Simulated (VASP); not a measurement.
# Ga2O (Fm-3m) in VASP: further runs

The runs below take Ga2O through single point, relaxation of cell and atoms, with PBE.

Everything below comes from runs of VASP 6.6.1. Logs are shortened: lines on timing, memory, paths and dates and some standing lists are left out, and cuts for length are marked.

### Step 1. The cell of the first run

The structure is cubic, space group Fm-3m (No. 225). Conventional cell: a = 5.957 Å, b = 5.957 Å, c = 5.957 Å, α = 90.00°, β = 90.00°, γ = 90.00°. Within 3.4 Å of Ga (site symmetry -43m) lie 4 O at 2.58 Å and 6 Ga at 2.98 Å. Within 3.4 Å of O (site symmetry m-3m) lie 8 Ga at 2.58 Å.

### Step 2. Single point, PBE

Input file INCAR:

```
PREC = Accurate
ENCUT = 520
EDIFF = 1E-6
ISMEAR = -1
SIGMA = 0.15
LREAL = False
LASPH = True
NELM = 60
ALGO = Normal
ISIF = 2
LWAVE = False
LCHARG = False
GGA = PE
NBANDS = 23
```

Input file KPOINTS:

```
regular mesh
0
Gamma
  12 12 12
```

Input file POSCAR:

```
Ga2O
1.0
    0.0000000000      2.9785093771      2.9785093771
    2.9785093771      0.0000000000      2.9785093771
    2.9785093771      2.9785093771      0.0000000000
Ga O
2 1
Direct
    0.2500000000      0.2500000000      0.2500000000
    0.7500000000      0.7500000000      0.7500000000
    0.0000000000      0.0000000000      0.0000000000
```

Potentials or basis: VASP PAW PBE potentials, release 64 (Ga_d, O).

Run with:

```
> cat potpaw_PBE.64/Ga_d/POTCAR potpaw_PBE.64/O/POTCAR > POTCAR
> mpirun -np 1 vasp_std > vasp.out
```

OUTCAR:

```text
PREC = Accurate
   ENCUT = 520
   EDIFF = 1E-6
   ISMEAR = -1
   LREAL = False
   LASPH = True
   NELM = 60
   ISIF = 2
   GGA = PE

 ion  position               nearest neighbor table
   1  0.250  0.250  0.250-
   2  0.750  0.750  0.750-
   3  0.000  0.000  0.000-

  LATTYP: Found a face centered cubic cell.
 ALAT       =     5.9570187542

  Lattice vectors:

 A1 = (   0.0000000000,   2.9785093771,   2.9785093771)
 A2 = (   2.9785093771,   0.0000000000,   2.9785093771)
 A3 = (   2.9785093771,   2.9785093771,   0.0000000000)

Analysis of symmetry for initial positions (statically):
=====================================================================
 Subroutine PRICEL returns:
 Original cell was already a primitive cell.

 Routine SETGRP: Setting up the symmetry group for a
 face centered cubic supercell.

 Subroutine GETGRP returns: Found 48 space group operations
 (whereof 48 operations were pure point group operations)
 out of a pool of 48 trial point group operations.

The static configuration has the point symmetry O_h .

Analysis of symmetry for dynamics (positions and initial velocities):
=====================================================================
 Subroutine PRICEL returns:
 Original cell was already a primitive cell.

 Routine SETGRP: Setting up the symmetry group for a
 face centered cubic supercell.

 Subroutine GETGRP returns: Found 48 space group operations
 (whereof 48 operations were pure point group operations)
 out of a pool of 48 trial point group operations.

The dynamic configuration has the point symmetry O_h .

 Subroutine INISYM returns: Found 48 space group operations
 (whereof 48 operations are pure point group operations),
 and found     1 'primitive' translations

----------------------------------------------------------------------------------------

                                     Primitive cell

  volume of cell :      52.8478

  direct lattice vectors                    reciprocal lattice vectors
     0.000000000  2.978509377  2.978509377    -0.167869205  0.167869205  0.167869205
     2.978509377  0.000000000  2.978509377     0.167869205 -0.167869205  0.167869205
     2.978509377  2.978509377  0.000000000     0.167869205  0.167869205 -0.167869205

  length of vectors
     4.212248357  4.212248357  4.212248357     0.290757991  0.290757991  0.290757991

  position of ions in fractional coordinates (direct lattice)
     0.250000000  0.250000000  0.250000000
     0.750000000  0.750000000  0.750000000
     0.000000000  0.000000000  0.000000000

  ion indices of the primitive-cell ions
   primitive index   ion index
                 1           1
                 2           2
                 3           3

----------------------------------------------------------------------------------------

 KPOINTS: regular mesh

Automatic generation of k-mesh.
 Grid dimensions read from file:
 generate k-points for:   12   12   12

 Generating k-lattice:

  Cartesian coordinates                     Fractional coordinates (reciprocal lattice)
    -0.013989100  0.013989100  0.013989100     0.083333333  0.000000000  0.000000000
     0.013989100 -0.013989100  0.013989100     0.000000000  0.083333333  0.000000000
     0.013989100  0.013989100 -0.013989100     0.000000000  0.000000000  0.083333333

  Length of vectors
     0.024229833  0.024229833  0.024229833

  Shift w.r.t. Gamma in fractional coordinates (k-lattice)
     0.000000000  0.000000000  0.000000000

 Subroutine IBZKPT returns following result:
 ===========================================

 Found     72 irreducible k-points:

 Following reciprocal coordinates:
            Coordinates               Weight
  0.000000  0.000000  0.000000      1.000000
  0.083333  0.000000  0.000000      8.000000
  0.166667  0.000000  0.000000      8.000000
  0.250000  0.000000  0.000000      8.000000
  0.333333  0.000000  0.000000      8.000000
  0.416667  0.000000  0.000000      8.000000
[... 16 lines left out ...]
  0.500000  0.166667  0.000000     24.000000
 -0.416667  0.166667  0.000000     24.000000
 [... further k-points ...]
   k-points           NKPTS =     72   k-points in BZ     NKDIM =     72   number of bands    NBANDS=     23
   number of dos      NEDOS =    301   number of ions     NIONS =      3
   total plane-waves  NPLWV =  32768
   dimension x,y,z NGX =    32 NGY =   32 NGZ =   32
   dimension x,y,z NGXF=    64 NGYF=   64 NGZF=   64
   ions per type =               2   1
   NGX,Y,Z   is equivalent  to a cutoff of  12.63, 12.63, 12.63 a.u.
   NGXF,Y,Z  is equivalent  to a cutoff of  25.26, 25.26, 25.26 a.u.
 SYSTEM =  unknown system
   PREC   = accura    normal or accurate (medium, high low for compatibility)
   ISTART =      0    job   : 0-new  1-cont  2-samecut
   ICHARG =      2    charge: 1-file 2-atom 10-const
   ISPIN  =      1    spin polarized calculation?
   LNONCOLLINEAR =      F non collinear calculations
   LSORBIT =      F    spin-orbit coupling
   LASPH  =      T    aspherical Exc in radial PAW
   ENCUT  =  520.0 eV  38.22 Ry    6.18 a.u.   7.83  7.83  7.83*2*pi/ulx,y,z
   NELM   =     60;   NELMIN=  2; NELMDL= -5     # of ELM steps
   EDIFF  = 0.1E-05   stopping-criterion for ELM
   LREAL  =      F    real-space projection
   EDIFFG = 0.1E-04   stopping-criterion for IOM
   NSW    =      0    number of steps for IOM
   IBRION =     -1    ionic relax: 0-MD 1-quasi-New 2-CG
   NFREE  =      0    steps in history (QN), initial steepest desc. (CG)
   ISIF   =      2    stress and relaxation
   ISYM   =      2    0-nonsym 1-usesym 2-fastsym
   POTIM  = 0.5000    time-step for ionic-motion
   TEBEG  =    0.0;   TEEND  =   0.0 temperature during run
   PSTRESS=    0.0 pullay stress
   NELECT =      32.0000    total number of electrons
   NUPDOWN=      -1.0000    fix difference up-down
   EMIN   =  10.00;   EMAX   =-10.00  energy-range for DOS
   EFERMI =   0.00;   METHOD = LEGACY
   ISMEAR =    -1;   SIGMA  =   0.15  broadening in eV -4-tet -1-fermi 0-gaus
   EFERMI_NEDOS =   21; number of points for ismear=-14 and -15
   IALGO  =     38    algorithm
   IMIX   =      4    mixing-type and parameters
     AMIX     =   0.40;   BMIX     =  1.00
     AMIX_MAG =   1.60;   BMIX_MAG =  1.00
  volume/ion in A,a.u.               =      17.62       118.88
  Fermi-wavevector in a.u.,A,eV,Ry     =   1.384998  2.617267 26.098965  1.918220
  Thomas-Fermi vector in A             =   2.509450
   LORBIT       =      0    0 simple, 1 ext, 2 COOP (PROOUT), +10 PAW based schemes
   GGA     = PE    functional components
   LHFCALC =     F    Hartree Fock is set to
   AEXX    =    0.0000 exact exchange contribution
   IVDW    =     0    specifies the selected vdW correction
   LEPSILON=     F    determine dielectric tensor
   LRPA    =     F    only Hartree local field effects (RPA)
 non-spin polarized calculation
  energy-cutoff  :      520.00
  volume of cell :       52.85
 maximum number of plane-waves:      1435
   NGX = 15   NGY = 15   NGZ = 15

 number of electron      32.0000028 magnetization

 Free energy of the ion-electron system (eV)
  ---------------------------------------------------
  ext. energy  EPLUGINS =         0.00000000
  ---------------------------------------------------
  free energy    TOTEN  =       -11.17467947 eV

  energy without entropy =      -11.09509728  energy(sigma->0) =      -11.13488838

 E-fermi :   3.8868     XC(G=0): -10.2063

 val. band max:        3.8773575289   @ k =   0.0833   0.0833   0.0000
 cond. band min:       3.9137347614   @ k =  -0.4167   0.5000   0.0833
 fundamental gap:      0.0363772325
 Fermi energy:         3.8868077326

 k-point     1 :       0.0000    0.0000    0.0000
  band No.  band energies     occupation
      1     -13.7348      2.00000
      2     -10.9455      2.00000
      3     -10.9455      2.00000
      4     -10.8620      2.00000
      5     -10.8620      2.00000
      6     -10.8620      2.00000
[... 15 lines left out ...]
     22      11.0281      0.00000
     23      13.7617      0.00000

 k-point     2 :       0.0833    0.0000    0.0000
  band No.  band energies     occupation
      1     -13.7249      2.00000
      2     -10.9402      2.00000
      3     -10.9402      2.00000
      4     -10.8582      2.00000
      5     -10.8582      2.00000
      6     -10.8532      2.00000
[... 15 lines left out ...]
     22      10.7801      0.00000
     23      14.2170      0.00000

 k-point     3 :       0.1667    0.0000    0.0000
  band No.  band energies     occupation
      1     -13.6978      2.00000
      2     -10.9246      2.00000
      3     -10.9246      2.00000
      4     -10.8472      2.00000
      5     -10.8472      2.00000
      6     -10.8287      2.00000
[... 15 lines left out ...]
     22      10.4702      0.00000
     23      14.8631      0.00000

 k-point     4 :       0.2500    0.0000    0.0000
  band No.  band energies     occupation
      1     -13.6610      2.00000
      2     -10.8993      2.00000
      3     -10.8993      2.00000
      4     -10.8302      2.00000
      5     -10.8302      2.00000
      6     -10.7958      2.00000
[... 15 lines left out ...]
     22      10.5100      0.00000
     23      14.6799      0.00000

 k-point     5 :       0.3333    0.0000    0.0000
  band No.  band energies     occupation
      1     -13.6248      2.00000
      2     -10.8659      2.00000
      3     -10.8659      2.00000
      4     -10.8091      2.00000
      5     -10.8091      2.00000
      6     -10.7701      2.00000
[... 434 lines left out ...]
 k-point    22 :       0.4167    0.1667    0.0000
  band No.  band energies     occupation
      1     -13.5969      2.00000
      2     -10.8909      2.00000
      3     -10.8102      2.00000
      4     -10.8006      2.00000
      5     -10.7769      2.00000
      6     -10.7690      2.00000
[... 15 lines left out ...]
     22      11.7913      0.00000
     23      13.6960      0.00000

 k-point    23 :       0.5000    0.1667    0.0000
  band No.  band energies     occupation
      1     -13.5790      2.00000
      2     -10.8574      2.00000
      3     -10.8103      2.00000
      4     -10.7901      2.00000
      5     -10.7687      2.00000
      6     -10.7639      2.00000
[... 15 lines left out ...]
     22      11.8514      0.00000
     23      14.3284      0.00000

 k-point    24 :      -0.4167    0.1667    0.0000
  band No.  band energies     occupation
      1     -13.5766      2.00000
      2     -10.8447      2.00000
      3     -10.8188      2.00000
      4     -10.7846      2.00000
      5     -10.7816      2.00000
      6     -10.7505      2.00000
[... 15 lines left out ...]
     22      12.1220      0.00000
     23      14.6813      0.00000

 [... further k-points ...]
[... 5 lines left out ...]
  --------------------------------------------------------------------------------------
  -------------------------------------------------------------------------------------
  Total        0.0112929      0.0112929      0.0112929     -0.0000000     -0.0000000      0.0000000
  in kB        0.3423653      0.3423653      0.3423653     -0.0000000     -0.0000000      0.0000000
  external PRESSURE =       0.3423653 kB  Pullay stress =       0.0000000 kB

 VOLUME and BASIS-vectors are now :
 -----------------------------------------------------------------------------
  energy-cutoff  :      520.00
  volume of cell :       52.85
      direct lattice vectors                 reciprocal lattice vectors
     0.000000000  2.978509377  2.978509377    -0.167869205  0.167869205  0.167869205
     2.978509377  0.000000000  2.978509377     0.167869205 -0.167869205  0.167869205
     2.978509377  2.978509377  0.000000000     0.167869205  0.167869205 -0.167869205

 POSITION                                       TOTAL-FORCE (eV/Angst)
 -----------------------------------------------------------------------------------
      1.48925      1.48925      1.48925         0.000000     -0.000000      0.000000
      4.46776      4.46776      4.46776        -0.000000     -0.000000     -0.000000
      0.00000      0.00000      0.00000         0.000000      0.000000     -0.000000
 -----------------------------------------------------------------------------------
    total drift:                               -0.000000     -0.000000      0.000000

  FREE ENERGIE OF THE ION-ELECTRON SYSTEM (eV)
  ---------------------------------------------------
  free  energy   TOTEN  =       -11.1746794692 eV

  energy  without entropy=      -11.0950972846  energy(sigma->0) =      -11.13488838
```

Run time: 34 s. Hardware: 1 thread of Intel Xeon 6975P-C (Granite Rapids), shared host; peak memory 0.21 GiB.

Results:

| Item | Value |
| --- | --- |
| Free energy | -11.1747 eV |
| Pressure | 0.0 GPa |
| Band gap on the k mesh | zero (band 16 reaches 4.74 eV, above the bottom of band 17 at 3.70 eV) |

Levels at points of the mesh, in eV from the Fermi level:
```csv
k point,band 12,band 13,band 14,band 15,band 16,band 17,band 18,band 19,band 20,band 21
"(0.00, 0.00, 0.00)",-7.29,-2.91,-2.91,-2.91,0.85,1.89,1.89,1.89,7.14,7.14
"(0.50, 0.00, 0.00)",-7.20,-4.83,-3.31,-3.31,0.05,2.69,2.69,3.80,5.28,5.28
"(0.50, 0.50, 0.00)",-7.09,-4.11,-4.11,-2.77,-1.66,0.09,2.83,2.83,7.33,9.31
```

### Step 3. Relaxation of cell and atoms, PBE

This run uses another cell than the first one, of 17.66 Å³/atom, 1.002 times its volume.

Input file INCAR:

```
ALGO = Normal
EDIFF = 1E-7
EDIFFG = -0.001
ENCUT = 600
GGA = PE
IBRION = 2
ISIF = 3
ISMEAR = -1
LASPH = T
LCHARG = F
LREAL = F
LWAVE = F
NELM = 80
NSW = 80
PREC = Accurate
SIGMA = 0.15
```

Input file KPOINTS:

```
k-points
0
Gamma
  12 12 12
```

Input file POSCAR:

```
Ga2O
1.0
    0.0000000000      2.9808333825      2.9808333825
    2.9808333825      0.0000000000      2.9808333825
    2.9808333825      2.9808333825      0.0000000000
Ga O
2 1
Direct
    0.2500000000      0.2500000000      0.2500000000
    0.7500000000      0.7500000000      0.7500000000
    0.0000000000      0.0000000000      0.0000000000
```

Potentials or basis: VASP PAW PBE potentials, release 64 (Ga_d, O).

Run with:

```
> cat potpaw_PBE.64/Ga_d/POTCAR potpaw_PBE.64/O/POTCAR > POTCAR
> mpirun -np 1 vasp_std > vasp.out
```

Run time: 2.4 min. Hardware: 1 thread of Intel Xeon 6975P-C (Granite Rapids), shared host; peak memory 0.26 GiB.

The run converged. Its results:

```yaml
Free_energy: -11.1757 eV
Relaxed_volume: 17.60 Å³/atom
Relaxed_cell: a = 4.211 Å, b = 4.211 Å, c = 4.211 Å, α = 60.00°, β = 60.00°, γ = 60.00°
Space_group_after_relaxing_to_0.05_Å: Fm-3m (No. 225)
Energy_gained_by_relaxing: 0.0 meV/atom
Ionic_steps: 5
Pressure_after_relaxing: 0.0 GPa
Band_gap_on_the_k_mesh: zero (band 16 reaches 4.75 eV, above the bottom of band 17 at 3.71 eV)
```

Final structure:
```
Ga O
1.0
     0.00000    2.97777    2.97777
     2.97777    0.00000    2.97777
     2.97777    2.97777    0.00000
Ga O
2 1
Direct
  0.25000 0.25000 0.25000
  0.75000 0.75000 0.75000
  0.00000 0.00000 0.00000
```

Levels at points of the mesh, in eV from the Fermi level:
| k point | band 12 | band 13 | band 14 | band 15 | band 16 | band 17 | band 18 | band 19 | band 20 |
| --- | --- | --- | --- | --- | --- | --- | --- | --- | --- |
| (0.00, 0.00, 0.00) | -7.29 | -2.92 | -2.92 | -2.92 | 0.86 | 1.89 | 1.89 | 1.89 | 7.14 |
| (0.50, 0.00, 0.00) | -7.21 | -4.83 | -3.31 | -3.31 | 0.05 | 2.69 | 2.69 | 3.81 | 5.28 |
| (0.50, 0.50, 0.00) | -7.09 | -4.12 | -4.12 | -2.76 | -1.67 | 0.09 | 2.83 | 2.83 | 7.33 |

### Step 4. Relaxation of cell and atoms, PBE

This run uses another cell than the first one, of 17.66 Å³/atom, 1.002 times its volume.

INCAR is that of step 3.

KPOINTS is that of step 3.

Input file POSCAR:

```
Ga2O
1.0
    0.0000000000      2.9808333939      2.9808333939
    2.9808333939      0.0000000000      2.9808333939
    2.9808333939      2.9808333939      0.0000000000
Ga O
2 1
Direct
    0.2500000000      0.2500000000      0.2500000000
    0.7500000000      0.7500000000      0.7500000000
    0.0000000000      0.0000000000      0.0000000000
```

Run with:

```
> cat potpaw_PBE.64/Ga_d/POTCAR potpaw_PBE.64/O/POTCAR > POTCAR
> mpirun -np 1 vasp_std > vasp.out
```

It used 1100 s of CPU time on 1 thread of AMD EPYC 7R13 Processor (Zen 3), on a shared host.

It converged, with:

```
Free energy                            : -11.1757 eV
Relaxed volume                         : 17.60 Å³/atom
Relaxed cell                           : a = 4.211 Å, b = 4.211 Å, c = 4.211 Å, α = 60.00°, β = 60.00°, γ = 60.00°
Space group after relaxing (to 0.05 Å) : Fm-3m (No. 225)
Energy gained by relaxing              : 0.0 meV/atom
Ionic steps                            : 5
Pressure after relaxing                : 0.0 GPa
Band gap on the k mesh                 : zero (band 16 reaches 4.75 eV, above the bottom of band 17 at 3.71 eV)
```

Final structure:
```
CELL_PARAMETERS angstrom
0.00000 2.97777 2.97777
2.97777 0.00000 2.97777
2.97777 2.97777 0.00000
ATOMIC_POSITIONS crystal
Ga 0.25000 0.25000 0.25000
Ga 0.75000 0.75000 0.75000
O 0.00000 0.00000 0.00000
```

Levels at points of the mesh, in eV from the Fermi level:
| k point | band 14 | band 15 | band 16 | band 17 | band 18 | band 19 |
| --- | --- | --- | --- | --- | --- | --- |
| (0.00, 0.00, 0.00) | -2.92 | -2.92 | 0.86 | 1.89 | 1.89 | 1.89 |
| (0.50, 0.00, 0.00) | -3.31 | -3.31 | 0.05 | 2.69 | 2.69 | 3.81 |
| (0.50, 0.50, 0.00) | -4.12 | -2.76 | -1.67 | 0.09 | 2.83 | 2.83 |
